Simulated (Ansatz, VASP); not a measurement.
## Sn3Te: VASP beside Ansatz

```
Sn Te
1.0
     4.87785    0.00000    0.00000
     0.00000    4.87785    0.00000
     0.00000    0.00000    4.87785
Sn Te
3 1
Direct
  0.50000 0.00000 0.00000
  0.00000 0.50000 0.00000
  0.00000 0.00000 0.50000
  0.50000 0.50000 0.50000
```

Alike in both runs: functional PBE; k mesh 10 × 10 × 10; occupations gaussian, width 0.1 eV; no spin polarisation.

Ansatz relaxed the structure, and its values are those at the end. VASP's run is a single point on that final structure, the one shown.

|  | VASP | Ansatz |
| --- | --- | --- |
| version | VASP 6.6.1 | Ansatz 0.2.0 |
| potentials or method | VASP PAW PBE potentials, release 64 (Sn_d, Te), cutoff 520 eV | scalar-relativistic, plane waves, PAW |
| valence electrons in the cell | 48 | 58 |

Ansatz gave:

```
gap on the k mesh at the Fermi level (eV) : none
pressure (GPa)                            : 0.0
```

Task: Which values does VASP return?

Result: gap on the k mesh at the Fermi level (eV): none; pressure (GPa): -0.1.

A gap of «none» marks a metal or a gap that the smearing closes. VASP's potentials hold 48 valence electrons a cell and Ansatz's 58, so a difference there can come from the potentials and not from the codes.

Spin-orbit coupling is off throughout.
